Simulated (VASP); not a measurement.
# Ta2AlN3 (P-62m) in VASP: single point with PBE

Aim: the single point of Ta2AlN3 with PBE.

Program: VASP 6.6.1. These are calculated values, not measurements. Logs are shortened: lines on timing, memory, paths and dates and some standing lists are left out, and cuts for length are marked.

### 1 The cell of the first run

Symmetry: P-62m, No. 189, hexagonal system. The conventional cell has a = 5.483 Å, b = 5.483 Å, c = 3.072 Å, α = 90.00°, β = 90.00°, γ = 120.00°. Within 3.0 Å of Ta (site symmetry -6) lie 6 N at 2.28 Å. Within 2.9 Å of Al (site symmetry -62m) lie 3 N at 2.15 Å. N (site symmetry m2m) has 1 Al at 2.15 Å and 4 Ta at 2.28 Å within 2.9 Å.

### 2 Single point, PBE

Contents of INCAR:

```
PREC = Accurate
ENCUT = 520
EDIFF = 1E-6
ISMEAR = 0
SIGMA = 0.1
LREAL = False
LASPH = True
NELM = 80
ALGO = Normal
ISIF = 2
LWAVE = False
LCHARG = False
GGA = PE
NBANDS = 29
```

Contents of KPOINTS:

```
regular mesh
0
Gamma
  6 6 6
```

Contents of POSCAR:

```
Ta2AlN3
1.0
    5.4833346100      0.0000000000      0.0000000000
   -2.7416673000      4.7487070700      0.0000000000
    0.0000000000      0.0000000000      3.0719759500
Ta Al N
2 1 3
Direct
    0.3333333300      0.6666666700      0.5000000000
    0.6666666700      0.3333333300      0.5000000000
    0.0000000000      0.0000000000      0.0000000000
    0.3928500100      0.0000000000      0.0000000000
    0.6071499900      0.6071499900      0.0000000000
    0.0000000000      0.3928500100      0.0000000000
```

Potentials or basis: VASP PAW PBE potentials, release 64 (Ta_pv, Al, N).

Launch:

```
$ cat potpaw_PBE.64/Ta_pv/POTCAR potpaw_PBE.64/Al/POTCAR potpaw_PBE.64/N/POTCAR > POTCAR
$ mpirun -np 1 vasp_std > vasp.out
```

OUTCAR:

```text
PREC = Accurate
   ENCUT = 520
   EDIFF = 1E-6
   ISMEAR = 0
   LREAL = False
   LASPH = True
   NELM = 80
   ISIF = 2
   GGA = PE

 ion  position               nearest neighbor table
   1  0.333  0.667  0.500-   4 2.28   4 2.28   6 2.28   6 2.28   5 2.28   5 2.28   2 3.17   2 3.17
                             2 3.17
   2  0.667  0.333  0.500-   6 2.28   6 2.28   4 2.28   4 2.28   5 2.28   5 2.28   1 3.17   1 3.17
                             1 3.17
   3  0.000  0.000  0.000-   6 2.15   4 2.15   5 2.15
   4  0.393  0.000  0.000-   3 2.15   1 2.28   1 2.28   2 2.28   2 2.28
   5  0.607  0.607  0.000-   3 2.15   2 2.28   2 2.28   1 2.28   1 2.28
   6  0.000  0.393  0.000-   3 2.15   2 2.28   2 2.28   1 2.28   1 2.28

  LATTYP: Found a hexagonal cell.
 ALAT       =     5.4833346100
 C/A-ratio  =     0.5602386446

  Lattice vectors:

 A1 = (   5.4833346100,   0.0000000000,   0.0000000000)
 A2 = (  -2.7416673000,   4.7487070700,   0.0000000000)
 A3 = (   0.0000000000,   0.0000000000,   3.0719759500)

Analysis of symmetry for initial positions (statically):
=====================================================================
 Subroutine PRICEL returns:
 Original cell was already a primitive cell.

 Routine SETGRP: Setting up the symmetry group for a
 hexagonal supercell.

 Subroutine GETGRP returns: Found 12 space group operations
 (whereof 12 operations were pure point group operations)
 out of a pool of 24 trial point group operations.

The static configuration has the point symmetry D_3h.

Analysis of symmetry for dynamics (positions and initial velocities):
=====================================================================
 Subroutine PRICEL returns:
 Original cell was already a primitive cell.

 Routine SETGRP: Setting up the symmetry group for a
 hexagonal supercell.

 Subroutine GETGRP returns: Found 12 space group operations
 (whereof 12 operations were pure point group operations)
 out of a pool of 24 trial point group operations.

The dynamic configuration has the point symmetry D_3h.

 Subroutine INISYM returns: Found 12 space group operations
 (whereof 12 operations are pure point group operations),
 and found     1 'primitive' translations

----------------------------------------------------------------------------------------

                                     Primitive cell

  volume of cell :      79.9904

  direct lattice vectors                    reciprocal lattice vectors
     5.483334610  0.000000000  0.000000000     0.182370778  0.105291818  0.000000000
    -2.741667300  4.748707070  0.000000000     0.000000000  0.210583636  0.000000000
     0.000000000  0.000000000  3.071975950     0.000000000  0.000000000  0.325523382

  length of vectors
     5.483334610  5.483334608  3.071975950     0.210583636  0.210583636  0.325523382

  position of ions in fractional coordinates (direct lattice)
     0.333333330  0.666666670  0.500000000
     0.666666670  0.333333330  0.500000000
     0.000000000  0.000000000  0.000000000
     0.392850010  0.000000000  0.000000000
     0.607149990  0.607149990  0.000000000
     0.000000000  0.392850010  0.000000000

  ion indices of the primitive-cell ions
   primitive index   ion index
                 1           1
                 2           2
                 3           3
                 4           4
                 5           5
                 6           6

----------------------------------------------------------------------------------------

 KPOINTS: regular mesh

Automatic generation of k-mesh.
 Grid dimensions read from file:
 generate k-points for:    6    6    6

 Generating k-lattice:

  Cartesian coordinates                     Fractional coordinates (reciprocal lattice)
     0.030395130  0.017548636  0.000000000     0.166666667  0.000000000  0.000000000
     0.000000000  0.035097273  0.000000000     0.000000000  0.166666667  0.000000000
     0.000000000  0.000000000  0.054253897     0.000000000  0.000000000  0.166666667

  Length of vectors
     0.035097273  0.035097273  0.054253897

  Shift w.r.t. Gamma in fractional coordinates (k-lattice)
     0.000000000  0.000000000  0.000000000

 Subroutine IBZKPT returns following result:
 ===========================================

 Found     28 irreducible k-points:

 Following reciprocal coordinates:
            Coordinates               Weight
  0.000000  0.000000  0.000000      1.000000
  0.166667  0.000000  0.000000      6.000000
  0.333333  0.000000  0.000000      6.000000
  0.500000  0.000000  0.000000      3.000000
  0.166667  0.166667  0.000000      6.000000
  0.333333  0.166667  0.000000     12.000000
[... 16 lines left out ...]
  0.166667  0.000000  0.500000      6.000000
  0.333333  0.000000  0.500000      6.000000
 [... further k-points ...]
   k-points           NKPTS =     28   k-points in BZ     NKDIM =     28   number of bands    NBANDS=     29
   number of dos      NEDOS =    301   number of ions     NIONS =      6
   total plane-waves  NPLWV =  42336
   dimension x,y,z NGX =    42 NGY =   42 NGZ =   24
   dimension x,y,z NGXF=    84 NGYF=   84 NGZF=   48
   ions per type =               2   1   3
   NGX,Y,Z   is equivalent  to a cutoff of  12.73, 12.73, 12.99 a.u.
   NGXF,Y,Z  is equivalent  to a cutoff of  25.47, 25.47, 25.98 a.u.
 SYSTEM =  unknown system
   PREC   = accura    normal or accurate (medium, high low for compatibility)
   ISTART =      0    job   : 0-new  1-cont  2-samecut
   ICHARG =      2    charge: 1-file 2-atom 10-const
   ISPIN  =      1    spin polarized calculation?
   LNONCOLLINEAR =      F non collinear calculations
   LSORBIT =      F    spin-orbit coupling
   LASPH  =      T    aspherical Exc in radial PAW
   ENCUT  =  520.0 eV  38.22 Ry    6.18 a.u.  10.20 10.20  5.71*2*pi/ulx,y,z
   NELM   =     80;   NELMIN=  2; NELMDL= -5     # of ELM steps
   EDIFF  = 0.1E-05   stopping-criterion for ELM
   LREAL  =      F    real-space projection
   EDIFFG = 0.1E-04   stopping-criterion for IOM
   NSW    =      0    number of steps for IOM
   IBRION =     -1    ionic relax: 0-MD 1-quasi-New 2-CG
   NFREE  =      0    steps in history (QN), initial steepest desc. (CG)
   ISIF   =      2    stress and relaxation
   ISYM   =      2    0-nonsym 1-usesym 2-fastsym
   POTIM  = 0.5000    time-step for ionic-motion
   TEBEG  =    0.0;   TEEND  =   0.0 temperature during run
   PSTRESS=    0.0 pullay stress
   NELECT =      40.0000    total number of electrons
   NUPDOWN=      -1.0000    fix difference up-down
   EMIN   =  10.00;   EMAX   =-10.00  energy-range for DOS
   EFERMI =   0.00;   METHOD = LEGACY
   ISMEAR =     0;   SIGMA  =   0.10  broadening in eV -4-tet -1-fermi 0-gaus
   EFERMI_NEDOS =   21; number of points for ismear=-14 and -15
   IALGO  =     38    algorithm
   IMIX   =      4    mixing-type and parameters
     AMIX     =   0.40;   BMIX     =  1.00
     AMIX_MAG =   1.60;   BMIX_MAG =  1.00
  volume/ion in A,a.u.               =      13.33        89.97
  Fermi-wavevector in a.u.,A,eV,Ry     =   1.299418  2.455544 22.973259  1.688487
  Thomas-Fermi vector in A             =   2.430683
   LORBIT       =      0    0 simple, 1 ext, 2 COOP (PROOUT), +10 PAW based schemes
   GGA     = PE    functional components
   LHFCALC =     F    Hartree Fock is set to
   AEXX    =    0.0000 exact exchange contribution
   IVDW    =     0    specifies the selected vdW correction
   LEPSILON=     F    determine dielectric tensor
   LRPA    =     F    only Hartree local field effects (RPA)
 non-spin polarized calculation
 Gauss-broadening in eV      SIGMA  =   0.10
  energy-cutoff  :      520.00
  volume of cell :       79.99
 maximum number of plane-waves:      2172
 NGX is ok and might be reduce to    42
   NGX = 21   NGY = 21   NGZ = 11

 number of electron      39.9999995 magnetization

 Free energy of the ion-electron system (eV)
  ---------------------------------------------------
  ext. energy  EPLUGINS =         0.00000000
  ---------------------------------------------------
  free energy    TOTEN  =       -56.03517769 eV

  energy without entropy =      -56.01837406  energy(sigma->0) =      -56.02677587

 E-fermi :   6.4205     XC(G=0): -11.5013

 val. band max:        6.4001673489   @ k =   0.0000   0.0000   0.3333
 cond. band min:       6.4423655731   @ k =   0.3333   0.1667   0.0000
 fundamental gap:      0.0421982242
 Fermi energy:         6.4204942570

 k-point     1 :       0.0000    0.0000    0.0000
  band No.  band energies     occupation
      1     -29.6366      2.00000
      2     -29.6366      2.00000
      3     -29.4116      2.00000
      4     -29.4116      2.00000
      5     -29.2891      2.00000
      6     -29.2369      2.00000
[... 21 lines left out ...]
     28      11.6531      0.00000
     29      11.9230      0.00000

 k-point     2 :       0.1667    0.0000    0.0000
  band No.  band energies     occupation
      1     -29.6408      2.00000
      2     -29.6255      2.00000
      3     -29.4234      2.00000
      4     -29.4073      2.00000
      5     -29.2860      2.00000
      6     -29.2400      2.00000
[... 21 lines left out ...]
     28      11.1675      0.00000
     29      11.7843      0.00000

 k-point     3 :       0.3333    0.0000    0.0000
  band No.  band energies     occupation
      1     -29.6488      2.00000
      2     -29.5980      2.00000
      3     -29.4520      2.00000
      4     -29.3990      2.00000
      5     -29.2781      2.00000
      6     -29.2480      2.00000
[... 21 lines left out ...]
     28      10.5321      0.00000
     29      11.1275      0.00000

 k-point     4 :       0.5000    0.0000    0.0000
  band No.  band energies     occupation
      1     -29.6526      2.00000
      2     -29.5792      2.00000
      3     -29.4715      2.00000
      4     -29.3951      2.00000
      5     -29.2717      2.00000
      6     -29.2543      2.00000
[... 21 lines left out ...]
     28      10.3717      0.00000
     29      10.4048      0.00000

 k-point     5 :       0.1667    0.1667    0.0000
  band No.  band energies     occupation
      1     -29.6484      2.00000
      2     -29.6035      2.00000
      3     -29.4462      2.00000
      4     -29.3996      2.00000
      5     -29.2804      2.00000
      6     -29.2456      2.00000
[... 21 lines left out ...]
     28      10.4661      0.00000
     29      11.2855      0.00000
[... 510 lines left out ...]
     28      10.0046      0.00000
     29      11.6381      0.00000

 k-point    22 :       0.0000    0.0000    0.5000
  band No.  band energies     occupation
      1     -29.7480      2.00000
      2     -29.6573      2.00000
      3     -29.5683      2.00000
      4     -29.5683      2.00000
      5     -29.3619      2.00000
      6     -29.3619      2.00000
[... 21 lines left out ...]
     28      10.0469      0.00000
     29      12.4110      0.00000

 k-point    23 :       0.1667    0.0000    0.5000
  band No.  band energies     occupation
      1     -29.7426      2.00000
      2     -29.6627      2.00000
      3     -29.5721      2.00000
      4     -29.5580      2.00000
      5     -29.3726      2.00000
      6     -29.3579      2.00000
[... 21 lines left out ...]
     28      10.0989      0.00000
     29      11.9797      0.00000

 k-point    24 :       0.3333    0.0000    0.5000
  band No.  band energies     occupation
      1     -29.7289      2.00000
      2     -29.6765      2.00000
      3     -29.5794      2.00000
      4     -29.5326      2.00000
      5     -29.3988      2.00000
      6     -29.3504      2.00000
[... 21 lines left out ...]
     28      10.8472      0.00000
     29      11.1070      0.00000

 [... further k-points ...]
[... 5 lines left out ...]
  --------------------------------------------------------------------------------------
  -------------------------------------------------------------------------------------
  Total      -14.6770954    -14.6770954    -16.9833021     -0.0000000      0.0000000      0.0000000
  in kB     -293.9765969   -293.9765970   -340.1690348     -0.0000003      0.0000000      0.0000000
  external PRESSURE =    -309.3740762 kB  Pullay stress =       0.0000000 kB

 VOLUME and BASIS-vectors are now :
 -----------------------------------------------------------------------------
  energy-cutoff  :      520.00
  volume of cell :       79.99
      direct lattice vectors                 reciprocal lattice vectors
     5.483334610  0.000000000  0.000000000     0.182370778  0.105291818  0.000000000
    -2.741667300  4.748707070  0.000000000     0.000000000  0.210583636  0.000000000
     0.000000000  0.000000000  3.071975950     0.000000000  0.000000000  0.325523382

 POSITION                                       TOTAL-FORCE (eV/Angst)
 -----------------------------------------------------------------------------------
     -0.00000      3.16580      1.53599        -0.000000      0.000000      0.000000
      2.74167      1.58290      1.53599         0.000000     -0.000000      0.000000
      0.00000      0.00000      0.00000        -0.000000     -0.000000      0.000000
      2.15413      0.00000      0.00000        -0.502767     -0.000000      0.000000
      1.66460      2.88318      0.00000         0.251383      0.435409     -0.000000
     -1.07706      1.86553      0.00000         0.251383     -0.435409      0.000000
 -----------------------------------------------------------------------------------
    total drift:                               -0.000001     -0.000001     -0.000000

  FREE ENERGIE OF THE ION-ELECTRON SYSTEM (eV)
  ---------------------------------------------------
  free  energy   TOTEN  =       -56.0351776854 eV

  energy  without entropy=      -56.0183740557  energy(sigma->0) =      -56.02677587
```

It took 85 s on 1 thread of AMD EPYC 7R13, shared host; peak memory 0.2 GiB.

What came out:

```yaml
Free_energy: -56.0352 eV
Pressure: -30.9 GPa
Largest_force: 0.503 eV/Å
Band_gap_on_the_k_mesh: zero (band 20 reaches 6.58 eV, above the bottom of band 21 at 5.93 eV)
```

Forces in eV/Å, atoms in the order of the input:
```
Ta   0.000  0.000  0.000
Ta   0.000  0.000  0.000
Al   0.000  0.000  0.000
N   -0.503  0.000  0.000
N    0.251  0.435  0.000
N    0.251 -0.435  0.000
```

Caveat: spin-orbit coupling is left out, which moves the levels of the heavy elements.
